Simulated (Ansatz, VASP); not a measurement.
**C: VASP beside Ansatz**

The input INCAR:

```
PREC = Accurate
ENCUT = 520
EDIFF = 1E-6
ISMEAR = 0
SIGMA = 0.15
LREAL = F
LASPH = T
NELM = 60
ALGO = Normal
ISIF = 2
LWAVE = F
LCHARG = F
GGA = PS
NBANDS = 16
```

Contents of KPOINTS:

```
Automatic mesh
0
Gamma
  18 18 6
```

POSCAR

```
C
1.0
    2.4587330167      0.0000000000      0.0000000000
   -1.2293665084      2.1293252536      0.0000000000
    0.0000000000      0.0000000000      7.2458067263
C
4
Direct
   -0.1821774786     -0.1333631704      0.0025000000
    0.1821774786      0.1333631704      0.5025000000
    0.1511388968      0.5332910823      0.0025000000
    0.8488611032      0.4667089177      0.5025000000
```

Input for Ansatz:

```yaml
crystal:
  lattice:
    - [2.4587330167, 0.0, 0.0]
    - [-1.2293665084, 2.1293252536, 0.0]
    - [0.0, 0.0, 7.2458067263]
  atoms:
    - { symbol: C, position: [-0.1821774786, -0.1333631704, 0.0025] }
    - { symbol: C, position: [0.1821774786, 0.1333631704, 0.5025] }
    - { symbol: C, position: [0.1511388968, 0.5332910823, 0.0025] }
    - { symbol: C, position: [0.8488611032, 0.4667089177, 0.5025] }
basis:
  ecutwfc: 520.0
kpoints:
  mp_grid: { grid: [18, 18, 6] }
hamiltonian:
  xc: pbesol
  pseudopotentials: { kind: paw, azcp: { folder: soft_1 } }
scf:
  occupations: { method: gaussian, width: 0.15 }
output:
  forces: true
  stress: true
  eigenvalues: true
```

Change from the starting cell: mode 4 frozen in at -0.284 Å and mode 5 at -0.284 Å (largest displacements).

Alike in both runs: task single point; functional PBEsol; k mesh 18 × 18 × 6; occupations gaussian, width 0.15 eV; no spin polarisation.

|  | VASP | Ansatz |
| --- | --- | --- |
| version | VASP 6.6.1 | Ansatz 0.2.0 |
| potentials or method | VASP PAW PBE potentials, release 64 (C), cutoff 520 eV | scalar-relativistic, plane waves, PAW |
| valence electrons in the cell | 16 | 16 |

```tsv
	VASP	Ansatz	Ansatz less VASP
gap on the k mesh at the Fermi level (eV)	none	none	-
least direct gap on the mesh (eV)	0.00	0.00	0.000
pressure (GPa)	0.7	0.0	-0.68
traceless stress, the component that is largest in VASP (GPa)	-0.59	0.16	+0.748
rms of the force components (eV/Å)	0.003	0.003	0.0000
```

VASP's potentials were made for PBE, not for PBEsol, and Ansatz warns of the same on its side. Atom by atom the forces differ by 0.000 eV/Å (rms over components). A gap of «none» marks a metal or a gap that the smearing closes.

A gap of «none» marks a metal or a gap under the smearing width.
